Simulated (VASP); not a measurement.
Here is a VASP 6.6.1 calculation.

INCAR

```
ALGO = Normal
EDIFF = 1E-6
ENCUT = 520
GGA = PS
ISIF = 2
ISMEAR = -1
LASPH = T
LCHARG = T
LELF = T
LREAL = F
LVHAR = T
LWAVE = F
NBANDS = 26
NELM = 80
PREC = Accurate
SIGMA = 0.05
```

KPOINTS

```
k-points
0
Gamma
  7 7 7
```

File POSCAR:

```
AlCu3
1.0
    3.5882169050      0.0000000000      0.0000000000
    0.0000000000      3.5882169050      0.0000000000
    0.0000000000      0.0000000000      3.5882169050
Cu Al
3 1
Direct
    0.0000000000      0.5000000000      0.5000000000
    0.5000000000      0.0000000000      0.5000000000
    0.5000000000      0.5000000000      0.0000000000
    0.0000000000      0.0000000000      0.0000000000
```

Potentials or basis: VASP PAW PBE potentials, release 64 (Cu, Al).

Run with:

```sh
$ cat potpaw_PBE.64/Cu/POTCAR potpaw_PBE.64/Al/POTCAR > POTCAR
$ mpirun -np 1 vasp_std > vasp.out
```

(1) What does it give for the band gap on the k mesh?

(2) Estimate the pressure.

Answers

(1) zero (bands 18 and 19 overlap by 4.78 eV).

(2) 6.3 GPa.

Caveat: the cell stands under pressure; the PAW data sets were made with another functional, which shifts forces and pressure a little.
